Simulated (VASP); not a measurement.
# BaTiO3 (Amm2) in VASP: a series of runs

Aim: see how the results for BaTiO3 move with the level of theory and the settings. Levels: LDA, PBEsol, r2SCAN. Tasks: electric field gradients.

All numbers are computed with VASP 6.6.1; they aren't measurements. Logs are shortened: lines on timing, memory, paths and dates and some standing lists are left out, and cuts for length are marked.

**1. The cell of the first run**

The structure is orthorhombic, space group Amm2 (No. 38). The conventional cell has a = 3.984 Å, b = 5.674 Å, c = 5.692 Å, α = 90.00°, β = 90.00°, γ = 90.00°. Ba (site symmetry mm2) has 12 O at 2.76 to 2.93 Å and 8 Ti at 3.41 to 3.54 Å within 3.6 Å. Ti (site symmetry mm2) has 6 O at 1.87 to 2.16 Å within 2.5 Å. Within 2.6 Å of O (site symmetry mm2) lie 2 Ti at 2.00 Å. O (site symmetry m) has 2 Ti at 1.87 to 2.16 Å within 2.5 Å.

**2. Electric field gradients, LDA**

INCAR reads:

```
SYSTEM = BaTiO3
PREC = Accurate
ENCUT = 520
EDIFF = 1E-8
ISMEAR = -1
SIGMA = 0.02
LREAL = .FALSE.
LASPH = .TRUE.
NELM = 100
ALGO = Normal
ISIF = 2
LWAVE = .FALSE.
LCHARG = .FALSE.
GGA = CA
LEFG = .TRUE.
NBANDS = 28
```

KPOINTS reads:

```
regular mesh
0
G
  8 8 8
  0 0 0
```

POSCAR reads:

```
BaTiO3
1.0
    3.9841000000      0.0000000000      0.0000000000
    0.0000000000      2.8370500000      2.8458000000
    0.0000000000     -2.8370500000      2.8458000000
Ba Ti O
1 1 3
Direct
    0.0000000000      0.0067088399      0.0067088399
    0.5000000000      0.5202859281      0.5202859281
    0.0000000000      0.4918037738      0.4918037738
    0.5000000000      0.4932314397      0.9841900185
    0.5000000000      0.9841900185      0.4932314397
```

Potentials or basis: VASP PAW LDA potentials, release 64 (Ba_sv, Ti_sv, O).

Started as:

```
$ cat potpaw_LDA.64/Ba_sv/POTCAR potpaw_LDA.64/Ti_sv/POTCAR potpaw_LDA.64/O/POTCAR > POTCAR
$ mpirun -np 1 vasp_std > vasp.out
```

OUTCAR:

```text
SYSTEM = BaTiO3
   PREC = Accurate
   ENCUT = 520
   EDIFF = 1E-8
   ISMEAR = -1
   LREAL = .FALSE.
   LASPH = .TRUE.
   NELM = 100
   ISIF = 2
   GGA = CA

 ion  position               nearest neighbor table
   1  0.000  0.007  0.007-   3 2.76   4 2.79   5 2.79   4 2.79   5 2.79   3 2.84   3 2.84   5 2.87
                             4 2.87   5 2.87   4 2.87   3 2.93   2 3.41   2 3.41   2 3.47   2 3.47
   2  0.500  0.520  0.520-   4 1.87   5 1.87   3 2.00   3 2.00   5 2.16   4 2.16   1 3.41   1 3.41
                             1 3.47   1 3.47   1 3.47   1 3.47   1 3.54   1 3.54
   3  0.000  0.492  0.492-   2 2.00   2 2.00   1 2.76   1 2.84   1 2.84   1 2.93
   4  0.500  0.493  0.984-   2 1.87   2 2.16   1 2.79   1 2.79   1 2.87   1 2.87
   5  0.500  0.984  0.493-   2 1.87   2 2.16   1 2.79   1 2.79   1 2.87   1 2.87

  LATTYP: Found a base centered orthorhombic cell.
 ALAT       =     5.6741000000
 B/A-ratio  =     1.0030841896
 C/A-ratio  =     0.7021554079

  Lattice vectors:

 A1 = (   0.0000000000,   2.8370500000,  -2.8458000000)
 A2 = (   0.0000000000,   2.8370500000,   2.8458000000)
 A3 = (   3.9841000000,   0.0000000000,   0.0000000000)

Analysis of symmetry for initial positions (statically):
=====================================================================
 Subroutine PRICEL returns:
 Original cell was already a primitive cell.

 Routine SETGRP: Setting up the symmetry group for a
 base centered orthorhombic supercell.

 Subroutine GETGRP returns: Found  4 space group operations
 (whereof  4 operations were pure point group operations)
 out of a pool of  8 trial point group operations.

The static configuration has the point symmetry C_2v.

Analysis of symmetry for dynamics (positions and initial velocities):
=====================================================================
 Subroutine PRICEL returns:
 Original cell was already a primitive cell.

 Routine SETGRP: Setting up the symmetry group for a
 base centered orthorhombic supercell.

 Subroutine GETGRP returns: Found  4 space group operations
 (whereof  4 operations were pure point group operations)
 out of a pool of  8 trial point group operations.

The dynamic configuration has the point symmetry C_2v.

 Subroutine INISYM returns: Found  4 space group operations
 (whereof  4 operations are pure point group operations),
[... 146 lines left out ...]
  free energy    TOTEN  =       -44.13401462 eV

  energy without entropy =      -44.13401462  energy(sigma->0) =      -44.13401462

 E-fermi :   4.0730     XC(G=0): -11.7082

 val. band max:        3.4905742519   @ k =   0.5000   0.5000   0.5000
 cond. band min:       5.5251827276   @ k =   0.0000   0.0000   0.0000
 fundamental gap:      2.0346084757
 Fermi energy:         4.0729758793

 k-point     1 :       0.0000    0.0000    0.0000
  band No.  band energies     occupation
      1     -52.1771      2.00000
      2     -28.8444      2.00000
      3     -28.8383      2.00000
      4     -28.7904      2.00000
      5     -21.2001      2.00000
      6     -13.0739      2.00000
[... 733 lines left out ...]
     27      11.4379      0.00000
     28      12.9867      0.00000

 [... further k-points ...]
[... 5 lines left out ...]
  --------------------------------------------------------------------------------------
  -------------------------------------------------------------------------------------
  Total       -2.3252028     -1.8183861     -1.7319175      0.0000000      0.0000000      0.0000000
  in kB      -57.9081688    -45.2861191    -43.1326551      0.0000000      0.0000000      0.0000000
  external PRESSURE =     -48.7756477 kB  Pullay stress =       0.0000000 kB

 VOLUME and BASIS-vectors are now :
 -----------------------------------------------------------------------------
  energy-cutoff  :      520.00
  volume of cell :       64.33
      direct lattice vectors                 reciprocal lattice vectors
     3.984100000  0.000000000  0.000000000     0.250997716  0.000000000  0.000000000
     0.000000000  2.837050000  2.845800000     0.000000000  0.176239404  0.175697519
     0.000000000 -2.837050000  2.845800000     0.000000000 -0.176239404  0.175697519

 POSITION                                       TOTAL-FORCE (eV/Angst)
 -----------------------------------------------------------------------------------
      0.00000      0.00000      0.03818         0.000000      0.000000      0.010864
      1.99205      0.00000      2.96126         0.000000      0.000000      0.012901
      0.00000      0.00000      2.79915         0.000000      0.000000      0.035258
      1.99205     -1.39287      4.20445         0.000000      0.060878     -0.029511
      1.99205      1.39287      4.20445         0.000000     -0.060878     -0.029511
 -----------------------------------------------------------------------------------
    total drift:                                0.000000      0.000001      0.000020

  FREE ENERGIE OF THE ION-ELECTRON SYSTEM (eV)
  ---------------------------------------------------
  free  energy   TOTEN  =       -44.1340146210 eV

  energy  without entropy=      -44.1340146210  energy(sigma->0) =      -44.13401462

 Electric field gradients (V/A^2)
---------------------------------------------------------------------
 ion       V_xx      V_yy      V_zz      V_xy      V_xz      V_yz
---------------------------------------------------------------------
   1       5.492    -3.892    -1.600     0.000     0.000     0.000
   2      -1.362    -6.922     8.284    -0.000     0.000     0.000
   3      24.493   -11.971   -12.522     0.000     0.000     0.000
   4      -7.502     2.333     5.169     0.000     0.000   -11.572
   5      -7.502     2.333     5.169     0.000    -0.000    11.572
---------------------------------------------------------------------

 Electric field gradients after diagonalization (V/A^2)
 (convention: |V_zz| > |V_xx| > |V_yy|)
----------------------------------------------------------------------
 ion       V_xx      V_yy      V_zz     asymmetry (V_yy - V_xx)/ V_zz
----------------------------------------------------------------------
   1      -3.892    -1.600     5.492       0.417
   2      -6.922    -1.362     8.284       0.671
   3     -12.522   -11.971    24.493       0.022
   4      -7.908    -7.502    15.410       0.026
   5      -7.908    -7.502    15.410       0.026
----------------------------------------------------------------------

           NMR quadrupolar parameters

 Cq : quadrupolar parameter    Cq=e*Q*V_zz/h
 eta: asymmetry parameters     (V_yy - V_xx)/ V_zz
 Q  : nuclear electric quadrupole moment in mb (millibarn)
----------------------------------------------------------------------
 ion       Cq(MHz)       eta       Q (mb)
----------------------------------------------------------------------
   1       0.013       0.417       1.000
   2       0.020       0.671       1.000
   3       0.059       0.022       1.000
   4       0.037       0.026       1.000
   5       0.037       0.026       1.000
----------------------------------------------------------------------
```

OSZICAR:

```text
N       E                     dE             d eps       ncg     rms          rms(c)
DAV:   1     0.428859289310E+03    0.42886E+03   -0.21019E+04  5880   0.155E+03
DAV:   2    -0.917581885598E+01   -0.43804E+03   -0.41676E+03  6720   0.427E+02
DAV:   3    -0.523957554638E+02   -0.43220E+02   -0.42835E+02  8140   0.133E+02
DAV:   4    -0.544812742050E+02   -0.20855E+01   -0.20810E+01  8880   0.248E+01
DAV:   5    -0.545374406950E+02   -0.56166E-01   -0.56154E-01  7916   0.325E+00    0.232E+01
DAV:   6    -0.445219749774E+02    0.10015E+02   -0.56199E+01  8700   0.671E+01    0.104E+01
DAV:   7    -0.443696625758E+02    0.15231E+00   -0.11186E+01  7996   0.248E+01    0.711E+00
DAV:   8    -0.441495438790E+02    0.22012E+00   -0.70524E-01  7108   0.779E+00    0.338E+00
DAV:   9    -0.441619265156E+02   -0.12383E-01   -0.31975E-01  8604   0.449E+00    0.152E+00
DAV:  10    -0.441373045447E+02    0.24622E-01   -0.15068E-01  6940   0.410E+00    0.525E-01
DAV:  11    -0.441340887778E+02    0.32158E-02   -0.13844E-02  7464   0.726E-01    0.103E-01
DAV:  12    -0.441340644613E+02    0.24317E-04   -0.71049E-04  6872   0.188E-01    0.544E-02
DAV:  13    -0.441340152967E+02    0.49165E-04   -0.22254E-04  7020   0.160E-01    0.237E-02
DAV:  14    -0.441340161284E+02   -0.83171E-06   -0.48397E-05  7596   0.477E-02    0.107E-02
DAV:  15    -0.441340155619E+02    0.56656E-06   -0.16207E-05  8192   0.378E-02    0.974E-03
DAV:  16    -0.441340146630E+02    0.89891E-06   -0.39941E-06  7812   0.196E-02    0.147E-03
DAV:  17    -0.441340146200E+02    0.42987E-07   -0.20891E-07  7216   0.434E-03    0.536E-04
DAV:  18    -0.441340146210E+02   -0.97816E-09   -0.45737E-08  5672   0.194E-03
   1 F= -.44134015E+02 E0= -.44134015E+02  d E =-.183095E-14
```

Run time: 4.8 min. Hardware: 1 thread of Intel Xeon 8259CL, shared host; peak memory 0.29 GiB.

What came out:

- Free energy: -44.1340 eV
- Pressure: -4.9 GPa
- Largest force: 0.068 eV/Å
- Band gap on the k mesh: 2.03 eV (least direct gap 2.39 eV)
- Largest electric field gradient by atom: Ba +5.5; Ti +8.3; O +24.5, +15.4 (each value once) V/Å²

Forces in eV/Å, atoms in the order of the input:
```
Ba   0.000  0.000  0.011
Ti   0.000  0.000  0.013
O    0.000  0.000  0.035
O    0.000  0.061 -0.030
O    0.000 -0.061 -0.030
```

Stress tensor (GPa, compression positive):
```
-5.79  0.00  0.00
 0.00 -4.53  0.00
 0.00  0.00 -4.31
```

Electric field gradients, principal values (V/Å²):
```
atom    least   middle  greatest (by size)
1 Ba   -1.600   -3.892               5.492
2 Ti   -1.362   -6.922               8.284
 3 O  -11.971  -12.522              24.493
 4 O   -7.502   -7.908              15.410
 5 O   -7.502   -7.908              15.410
```

Caveat: the cell stands under tension; without QUAD_EFG the Cq values of the log hold for a quadrupole moment of 1 mb, not for the nuclei; spin-orbit coupling is left out, which moves the levels of the heavy elements. A k mesh can miss the band edges.

(Continued in part 2 of 2.)
